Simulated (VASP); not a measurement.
Set up this calculation in VASP 6.6.1, as the native input.

```
Task                   : single point
Functional             : PBEsol
Potentials or basis    : VASP PAW PBE potentials, release 64 (Ru_pv)
Cutoff                 : 520 eV
k mesh                 : 18 × 18 × 10
Occupations            : gaussian, width 0.15 eV
Spin                   : no spin polarisation
Dipole correction      : no
Further INCAR settings : ALGO = Fast; EDIFF = 1e-06; NBANDS = 21
```

The structure of Ru lies in POSCAR:

```
Ru
1.0
    2.5820973631      0.0000000000      0.0000000000
   -1.2910486816      2.2361619115      0.0000000000
    0.0000000000      0.0000000000      4.2523798378
Ru
2
Direct
    0.3533605057      0.7067210114      0.2500000000
    0.6466394943      0.2932789886      0.7500000000
```

This cell differs from its parent crystal: atoms displaced along a vibrational mode, the cell strained.

One way to write it, as run:

INCAR

```
ALGO = Fast
EDIFF = 1E-6
ENCUT = 520
GGA = PS
ISIF = 2
ISMEAR = 0
LASPH = T
LCHARG = F
LREAL = F
LWAVE = F
NBANDS = 21
NELM = 100
PREC = Accurate
SIGMA = 0.15
```

KPOINTS

```
k-points
0
Gamma
  18 18 10
```

Potentials or basis: VASP PAW PBE potentials, release 64 (Ru_pv).

Run with:

```sh
$ cat potpaw_PBE.64/Ru_pv/POTCAR > POTCAR
$ mpirun -np 1 vasp_std > vasp.out
```

Results of the run:

* Pressure: 36.6 GPa
* Largest force: 1.458 eV/Å
* Band gap on the k mesh: zero (bands 14 and 15 overlap by 3.56 eV)

Caveat: the cell differs from its parent crystal (atoms displaced along a vibrational mode, the cell strained); the stress differs along the axes, from 23 to 48 GPa; the PAW data sets were made with another functional, which shifts forces and pressure a little.

It took 89 s on 1 thread of Intel(R) Xeon(R) 6975P-C (Granite Rapids), on a shared host, peak memory 0.31 GiB.
